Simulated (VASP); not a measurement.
Crystal: NaH.

```
CELL_PARAMETERS angstrom
2.96498 0.00000 0.00000
0.00000 2.96498 0.00000
0.00000 0.00000 2.96498
ATOMIC_POSITIONS crystal
Na 0.00000 0.00000 0.00000
H 0.50000 0.50000 0.50000
```

* Program: VASP 6.6.1
* Task: relaxation of cell and atoms
* Functional: LDA
* Potentials or basis: VASP PAW LDA potentials, release 64 (Na_pv, H)
* Cutoff: 600 eV
* k mesh: 8 × 8 × 8
* Occupations: fermi-dirac, width 0.02 eV
* Spin: no spin polarisation

At the start: pressure -2.2 GPa; volume 13.03 Å³/atom.

Problem. Where does the relaxation end?

Solution. Over 4 steps the energy falls by 8.9 meV/atom and the volume is 11.86 Å³/atom (-9.0 %); space group Pm-3m (No. 221, to 0.05 Å).

Step by step:
```csv
step,energy change (eV),largest force (eV/Å),pressure (GPa),volume (Å³)
1,0.0000,0.0000,-2.24,26.07
2,-0.0084,0.0000,-1.70,25.38
3,-0.0174,0.0000,-0.32,24.01
4,-0.0178,0.0000,0.00,23.73
```

Final structure:
```xyz
2
Lattice="2.8735 0.0000 0.0000 0.0000 2.8735 0.0000 0.0000 0.0000 2.8735" Properties=species:S:1:pos:R:3 pbc="T T T"
Na    0.0000    0.0000    0.0000
H     1.4368    1.4368    1.4368
```
